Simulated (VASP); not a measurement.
# BAsI6 (Fm-3m) in VASP: a series of runs

BAsI6 is run at these levels: r2SCAN+rVV10, PBEsol; tasks: single point, relaxation of cell and atoms.

Everything below comes from runs of VASP 6.6.1. Logs are shortened: lines on timing, memory, paths and dates and some standing lists are left out, and cuts for length are marked.

**1. The cell of the first run**

The structure is cubic, space group Fm-3m (No. 225). The conventional cell has a = 10.836 Å, b = 10.836 Å, c = 10.836 Å, α = 90.00°, β = 90.00°, γ = 90.00°. B (site symmetry m-3m) has 6 I at 2.59 Å within 3.4 Å. Within 3.7 Å of As (site symmetry m-3m) lie 6 I at 2.83 Å. Within 3.4 Å of I (site symmetry 4mm) lie 1 B at 2.59 Å and 1 As at 2.83 Å.

**2. Single point, r2SCAN+rVV10**

Contents of POSCAR:

```
BAsI6
1.0
    0.0000000000      5.4178463209      5.4178463209
    5.4178463209      0.0000000000      5.4178463209
    5.4178463209      5.4178463209      0.0000000000
B As I
1 1 6
Direct
    0.5000000000      0.5000000000      0.5000000000
    0.0000000000      0.0000000000      0.0000000000
    0.7391004800      0.2608995200      0.2608995200
    0.2608995200      0.7391004800      0.7391004800
    0.2608995200      0.7391004800      0.2608995200
    0.7391004800      0.2608995200      0.7391004800
    0.2608995200      0.2608995200      0.7391004800
    0.7391004800      0.7391004800      0.2608995200
```

Contents of INCAR.step1:

```
SYSTEM = BAsI6
ALGO = Normal ; EDIFF = 1E-4
ENCUT = 520 ; GGA = PE
ISMEAR = -1 ; LASPH = .True.
LCHARG = .False. ; LREAL = .False.
LWAVE = .True. ; NBANDS = 35
NELM = 80 ; PREC = Accurate
SIGMA = 0.03
```

Contents of INCAR.step2:

```
SYSTEM = BAsI6
ALGO = Normal ; BPARAM = 11.95
CPARAM = 0.0093 ; EDIFF = 1E-6
ENCUT = 520 ; ISIF = 2
ISMEAR = -1 ; ISTART = 1
IVDW_NL = 2 ; LASPH = .True.
LCHARG = .False. ; LMIXTAU = .True.
LREAL = .False. ; LUSE_VDW = .True.
LWAVE = .False. ; METAGGA = R2SCAN
NBANDS = 35 ; NELM = 80
PREC = Accurate ; SIGMA = 0.03
```

Contents of KPOINTS:

```
k-points
0
Gamma
  4 4 4
  0 0 0
```

Potentials or basis: VASP PAW PBE potentials, release 64 (B, As, I).

Started as:

```bash
$ cat potpaw_PBE.64/B/POTCAR potpaw_PBE.64/As/POTCAR potpaw_PBE.64/I/POTCAR > POTCAR
$ cp INCAR.step1 INCAR
$ mpirun -np 1 vasp_std > vasp.out
$ cp INCAR.step2 INCAR
$ mpirun -np 1 vasp_std > vasp.out
```

OUTCAR:

```text
SYSTEM = BAsI6
   BPARAM = 11.95
   EDIFF = 1E-6
   ENCUT = 520
   ISIF = 2
   ISMEAR = -1
   ISTART = 1
   IVDW_NL = 2
   LASPH = .True.
   LREAL = .False.
   METAGGA = R2SCAN
   NELM = 80
   PREC = Accurate

 ion  position               nearest neighbor table
   1  0.500  0.500  0.500-   3 2.59   4 2.59   5 2.59   6 2.59   7 2.59   8 2.59
   2  0.000  0.000  0.000-   3 2.83   4 2.83   5 2.83   6 2.83   7 2.83   8 2.83
   3  0.739  0.261  0.261-   1 2.59   2 2.83
   4  0.261  0.739  0.739-   1 2.59   2 2.83
   5  0.261  0.739  0.261-   1 2.59   2 2.83
   6  0.739  0.261  0.739-   1 2.59   2 2.83
   7  0.261  0.261  0.739-   1 2.59   2 2.83
   8  0.739  0.739  0.261-   1 2.59   2 2.83

  LATTYP: Found a face centered cubic cell.
 ALAT       =    10.8356926418

  Lattice vectors:

 A1 = (   0.0000000000,   5.4178463209,   5.4178463209)
 A2 = (   5.4178463209,   0.0000000000,   5.4178463209)
 A3 = (   5.4178463209,   5.4178463209,   0.0000000000)

Analysis of symmetry for initial positions (statically):
=====================================================================
 Subroutine PRICEL returns:
 Original cell was already a primitive cell.

 Routine SETGRP: Setting up the symmetry group for a
 face centered cubic supercell.

 Subroutine GETGRP returns: Found 48 space group operations
 (whereof 48 operations were pure point group operations)
 out of a pool of 48 trial point group operations.

The static configuration has the point symmetry O_h .

Analysis of symmetry for dynamics (positions and initial velocities):
=====================================================================
 Subroutine PRICEL returns:
 Original cell was already a primitive cell.

 Routine SETGRP: Setting up the symmetry group for a
 face centered cubic supercell.

 Subroutine GETGRP returns: Found 48 space group operations
 (whereof 48 operations were pure point group operations)
 out of a pool of 48 trial point group operations.

The dynamic configuration has the point symmetry O_h .

 Subroutine INISYM returns: Found 48 space group operations
 (whereof 48 operations are pure point group operations),
 and found     1 'primitive' translations

----------------------------------------------------------------------------------------

                                     Primitive cell
[... 89 lines left out ...]
   NSW    =      0    number of steps for IOM
   IBRION =     -1    ionic relax: 0-MD 1-quasi-New 2-CG
   NFREE  =      0    steps in history (QN), initial steepest desc. (CG)
   ISIF   =      2    stress and relaxation
   ISYM   =      2    0-nonsym 1-usesym 2-fastsym
   POTIM  = 0.5000    time-step for ionic-motion
   TEBEG  =    0.0;   TEEND  =   0.0 temperature during run
   PSTRESS=    0.0 pullay stress
   NELECT =      50.0000    total number of electrons
   NUPDOWN=      -1.0000    fix difference up-down
   EMIN   =  10.00;   EMAX   =-10.00  energy-range for DOS
   EFERMI =   0.00;   METHOD = LEGACY
   ISMEAR =    -1;   SIGMA  =   0.03  broadening in eV -4-tet -1-fermi 0-gaus
   EFERMI_NEDOS =   21; number of points for ismear=-14 and -15
   IALGO  =     38    algorithm
   IMIX   =      4    mixing-type and parameters
     AMIX     =   0.40;   BMIX     =  1.00
     AMIX_MAG =   1.60;   BMIX_MAG =  1.00
  volume/ion in A,a.u.               =      39.76       268.30
  Fermi-wavevector in a.u.,A,eV,Ry     =   0.883544  1.669656 10.621387  0.780650
  Thomas-Fermi vector in A             =   2.004324
   LORBIT       =      0    0 simple, 1 ext, 2 COOP (PROOUT), +10 PAW based schemes
   METAGGA = R2SCAN    functional components
   LHFCALC =     F    Hartree Fock is set to
   AEXX    =    0.0000 exact exchange contribution
   IVDW_NL    =     2    kernel type
   BPARAM     =11.9500
   IVDW    =     0    specifies the selected vdW correction
   LEPSILON=     F    determine dielectric tensor
   LRPA    =     F    only Hartree local field effects (RPA)
 non-spin polarized calculation
  energy-cutoff  :      520.00
  volume of cell :      318.06
 maximum number of plane-waves:      8609
 NGX is ok and might be reduce to    60
   NGX = 29   NGY = 29   NGZ = 29

 number of electron      49.9999996 magnetization

 Free energy of the ion-electron system (eV)
  ---------------------------------------------------
  ext. energy  EPLUGINS =         0.00000000
  ---------------------------------------------------
  free energy    TOTEN  =      -164.26291394 eV

  energy without entropy =     -164.23255499  energy(sigma->0) =     -164.24773446

 E-fermi :   1.5840     XC(G=0):  -8.1020

 val. band max:        1.5831563190   @ k =   0.5000   0.2500   0.0000
 cond. band min:       1.6317228833   @ k =   0.2500   0.0000   0.0000
 fundamental gap:      0.0485665643
 Fermi energy:         1.5840073706

 k-point     1 :       0.0000    0.0000    0.0000
  band No.  band energies     occupation
      1     -12.5173      2.00000
      2     -10.9062      2.00000
      3     -10.9062      2.00000
      4     -10.9062      2.00000
      5     -10.2953      2.00000
      6     -10.2953      2.00000
[... 293 lines left out ...]
     34       8.4902      0.00000
     35       8.9946      0.00000

------------------------ aborting loop because EDIFF is reached ----------------------------------------

  FORCE on cell =-STRESS in cart. coord.  units (eV):
  Direction    XX          YY          ZZ          XY          YZ          ZX
  --------------------------------------------------------------------------------------
  -------------------------------------------------------------------------------------
  Total        0.1832034      0.1832034      0.1832034      0.0000000     -0.0000000      0.0000000
  in kB        0.9228565      0.9228565      0.9228565      0.0000000     -0.0000000      0.0000000
  external PRESSURE =       0.9228565 kB  Pullay stress =       0.0000000 kB

 VOLUME and BASIS-vectors are now :
 -----------------------------------------------------------------------------
  energy-cutoff  :      520.00
  volume of cell :      318.06
      direct lattice vectors                 reciprocal lattice vectors
     0.000000000  5.417846321  5.417846321    -0.092287594  0.092287594  0.092287594
     5.417846321  0.000000000  5.417846321     0.092287594 -0.092287594  0.092287594
     5.417846321  5.417846321  0.000000000     0.092287594  0.092287594 -0.092287594

 POSITION                                       TOTAL-FORCE (eV/Angst)
 -----------------------------------------------------------------------------------
      5.41785      5.41785      5.41785         0.000000     -0.000000      0.000000
      0.00000      0.00000      0.00000         0.000000      0.000000      0.000000
      2.82703      5.41785      5.41785         0.000798      0.000000      0.000000
      8.00867      5.41785      5.41785        -0.000798      0.000000      0.000000
      5.41785      2.82703      5.41785         0.000000      0.000798      0.000000
      5.41785      8.00867      5.41785         0.000000     -0.000798      0.000000
      5.41785      5.41785      2.82703         0.000000      0.000000      0.000798
      5.41785      5.41785      8.00867         0.000000      0.000000     -0.000798
 -----------------------------------------------------------------------------------
    total drift:                                0.000000     -0.000000     -0.000000

  FREE ENERGIE OF THE ION-ELECTRON SYSTEM (eV)
  ---------------------------------------------------
  free  energy   TOTEN  =      -164.2629139391 eV

  energy  without entropy=     -164.2325549909  energy(sigma->0) =     -164.24773446
```

Wall time 7.4 min (1 thread of Intel Xeon 6975P-C (Granite Rapids), shared host); peak memory 1.4 GiB.

Results:

```
Free energy            : -164.2629 eV
Pressure               : 0.1 GPa
Band gap on the k mesh : zero (bands 25 and 26 overlap by 0.54 eV)
```

Caveat: the PAW data sets were made with another functional, which shifts forces and pressure a little; spin-orbit coupling is left out, which moves the levels of the heavy elements.

**3. Relaxation of cell and atoms, PBEsol**

This run uses another cell than the first one, of 43.10 Å³/atom.

Contents of INCAR:

```
SYSTEM = BAsI6
ALGO = Normal ; EDIFF = 1E-6
EDIFFG = -0.01 ; ENCUT = 600
GGA = PS ; IBRION = 2
ISIF = 3 ; ISMEAR = -1
LASPH = .TRUE. ; LCHARG = .FALSE.
LREAL = .FALSE. ; LWAVE = .FALSE.
NELM = 60 ; NSW = 100
PREC = Accurate ; SIGMA = 0.03
```

Contents of KPOINTS:

```
k-points
0
G
  4 4 4
  0 0 0
```

Contents of POSCAR:

```
BAsI6
1.0
    0.0000000000      5.5656159000      5.5656159000
    5.5656159000      0.0000000000      5.5656159000
    5.5656159000      5.5656159000      0.0000000000
B As I
1 1 6
Direct
    0.5000000000      0.5000000000      0.5000000000
    0.0000000000      0.0000000000      0.0000000000
    0.7476230800      0.2523769200      0.2523769200
    0.2523769200      0.7476230800      0.7476230800
    0.2523769200      0.7476230800      0.2523769200
    0.7476230800      0.2523769200      0.7476230800
    0.2523769200      0.2523769200      0.7476230800
    0.7476230800      0.7476230800      0.2523769200
```

Potentials or basis: VASP PAW PBE potentials, release 64 (B, As, I).

Started as:

```bash
$ cat potpaw_PBE.64/B/POTCAR potpaw_PBE.64/As/POTCAR potpaw_PBE.64/I/POTCAR > POTCAR
$ mpirun -np 1 vasp_std > vasp.out
```

Run time: 7.4 min. Hardware: 1 thread of Intel Xeon 6975P-C (Granite Rapids), shared host; peak memory 0.68 GiB.

It converged, with:

```
Free energy                           : -19.6029 eV
Relaxed volume                        : 38.72 Å³/atom
Relaxed cell                          : a = 7.594 Å, b = 7.594 Å, c = 7.594 Å, α = 60.00°, β = 60.00°, γ = 60.00°
Space group after relaxing (to 0.1 Å) : Fm-3m (No. 225)
Energy gained by relaxing             : 62.0 meV/atom
Ionic steps                           : 9
Pressure after relaxing               : 0.0 GPa
Largest force after relaxing          : 0.010 eV/Å
Band gap on the k mesh                : zero (bands 25 and 26 overlap by 0.55 eV)
```

Forces in eV/Å, atoms in the order of the input:
```
B    0.000  0.000  0.000
As   0.000  0.000  0.000
I    0.010  0.000  0.000
I   -0.010  0.000  0.000
I    0.000  0.010  0.000
I    0.000 -0.010  0.000
I    0.000  0.000  0.010
I    0.000  0.000 -0.010
```

The path:
| step | energy change (eV) | largest force (eV/Å) | pressure (GPa) | volume (Å³) |
| --- | --- | --- | --- | --- |
| 1 | 0.0000 | 0.5965 | -1.83 | 344.80 |
| 2 | -0.2993 | 0.6444 | -0.62 | 320.78 |
| 3 | -0.3763 | 0.5964 | 0.81 | 303.17 |
| 4 | -0.4771 | 0.1346 | 0.66 | 303.02 |
| 5 | -0.4823 | 0.0001 | 0.66 | 302.98 |
| 6 | -0.4946 | 0.0246 | -0.17 | 311.46 |
| 7 | -0.4956 | 0.0199 | 0.01 | 309.56 |
| 8 | -0.4956 | 0.0202 | -0.01 | 309.69 |
| 9 | -0.4957 | 0.0100 | -0.01 | 309.73 |

Final structure:
```
CELL_PARAMETERS angstrom
0.00000 5.37012 5.37012
5.37012 0.00000 5.37012
5.37012 5.37012 0.00000
ATOMIC_POSITIONS crystal
B 0.50000 0.50000 0.50000
As 0.00000 0.00000 0.00000
I 0.73748 0.26252 0.26252
I 0.26252 0.73748 0.73748
I 0.26252 0.73748 0.26252
I 0.73748 0.26252 0.73748
I 0.26252 0.26252 0.73748
I 0.73748 0.73748 0.26252
```

Levels at points of the mesh, in eV from the Fermi level:
```
           k point  band 22  band 23  band 24  band 25  band 26  band 27  band 28  band 29
(0.00, 0.00, 0.00)    -0.79     0.27     0.27     0.27     0.30     0.30     0.30     1.84
(0.50, 0.00, 0.00)    -0.52    -0.52    -0.28    -0.28    -0.28     3.05     3.05     3.98
(0.50, 0.50, 0.00)    -0.86    -0.86    -0.46     0.25     0.76     0.76     1.00     1.29
```

Caveat: the PAW data sets were made with another functional, which shifts forces and pressure a little; spin-orbit coupling is left out, which moves the levels of the heavy elements.

**4. Single point, r2SCAN+rVV10**

Contents of POSCAR:

```
BAsI6
1.0
    0.0000000000      5.4178463209      5.4178463209
    5.4178463209      0.0000000000      5.4178463209
    5.4178463209      5.4178463209      0.0000000000
B As I
1 1 6
Direct
    0.5000000000      0.5000000000      0.5000000000
    0.0000000000      0.0000000000      0.0000000000
    0.7391004800      0.2608995200      0.2608995200
    0.2608995200      0.7391004800      0.7391004800
    0.2608995200      0.7391004800      0.2608995200
    0.7391004800      0.2608995200      0.7391004800
    0.2608995200      0.2608995200      0.7391004800
    0.7391004800      0.7391004800      0.2608995200
```

Contents of INCAR.step1:

```
SYSTEM = BAsI6
ALGO = Normal ; EDIFF = 1E-4
ENCUT = 520 ; GGA = PE
ISMEAR = -1 ; LASPH = .TRUE.
LCHARG = .FALSE. ; LREAL = .FALSE.
LWAVE = .TRUE. ; NBANDS = 35
NELM = 100 ; PREC = Accurate
SIGMA = 0.03
```

Contents of INCAR.step2:

```
SYSTEM = BAsI6
ALGO = Normal ; BPARAM = 11.95
CPARAM = 0.0093 ; EDIFF = 1E-7
ENCUT = 520 ; ISIF = 2
ISMEAR = -1 ; ISTART = 1
IVDW_NL = 2 ; LASPH = .TRUE.
LCHARG = .FALSE. ; LMIXTAU = .TRUE.
LREAL = .FALSE. ; LUSE_VDW = .TRUE.
LWAVE = .FALSE. ; METAGGA = R2SCAN
NBANDS = 35 ; NELM = 100
PREC = Accurate ; SIGMA = 0.03
```

Contents of KPOINTS:

```
k-points
0
G
  6 6 6
  0 0 0
```

Started as:

```bash
$ cat potpaw_PBE.64/B/POTCAR potpaw_PBE.64/As/POTCAR potpaw_PBE.64/I/POTCAR > POTCAR
$ cp INCAR.step1 INCAR
$ mpirun -np 1 vasp_std > vasp.out
$ cp INCAR.step2 INCAR
$ mpirun -np 1 vasp_std > vasp.out
```

It took 10 min on 1 thread of Intel Xeon 6975P-C (Granite Rapids), shared host; peak memory 1.4 GiB.

The run converged. Its results:

| Item | Value |
| --- | --- |
| Free energy | -164.2431 eV |
| Pressure | 0.1 GPa |
| Band gap on the k mesh | zero (bands 25 and 26 overlap by 0.54 eV) |

Forces on the atoms (eV/Å):
```
B    0.000  0.000  0.000
As   0.000  0.000  0.000
I   -0.003  0.000  0.000
I    0.003  0.000  0.000
I    0.000 -0.003  0.000
I    0.000  0.003  0.000
I    0.000  0.000 -0.003
I    0.000  0.000  0.003
```

Levels at points of the mesh, in eV from the Fermi level:
```
           k point  band 21  band 22  band 23  band 24  band 25  band 26  band 27  band 28
(0.00, 0.00, 0.00)    -0.83    -0.83     0.22     0.22     0.22     0.43     0.43     0.43
(0.50, 0.00, 0.00)    -0.59    -0.52    -0.52    -0.33    -0.33    -0.32     3.18     3.18
(0.50, 0.50, 0.00)    -1.18    -0.88    -0.88    -0.43     0.21     0.87     0.87     1.09
```

Caveat: the PAW data sets were made with another functional, which shifts forces and pressure a little; spin-orbit coupling is left out, which moves the levels of the heavy elements.

**5. Overview**

| task | level | cell | k mesh | cutoff (eV) | gap on the mesh (eV) | pressure (GPa) |
| --- | --- | --- | --- | --- | --- | --- |
| single point | r2SCAN+rVV10 | a = 7.662 Å, angles 60.0°, 8 atoms, atomic positions A | 4 × 4 × 4 | 520 | none | 0.1 |
| relaxation of cell and atoms | PBEsol | relaxed from a = 7.871 Å, angles 60.0°, 8 atoms, atomic positions B | 4 × 4 × 4 | 600 | none | 0.0 |
| single point | r2SCAN+rVV10 | a = 7.662 Å, angles 60.0°, 8 atoms, atomic positions A | 6 × 6 × 6 | 520 | none | 0.1 |

Alike in all rows: potentials or basis VASP PAW PBE potentials, release 64 (B, As, I); no spin polarisation; smearing fermi-dirac 0.03 eV.

Caveats: the PAW data sets were made with another functional, which shifts forces and pressure a little; spin-orbit coupling is left out, which moves the levels of the heavy elements.

Total energies depend on the potentials used, so only differences within one code and one set of settings carry meaning.

The gap in the log of VASP goes by the Fermi energy; the results here count the filled bands.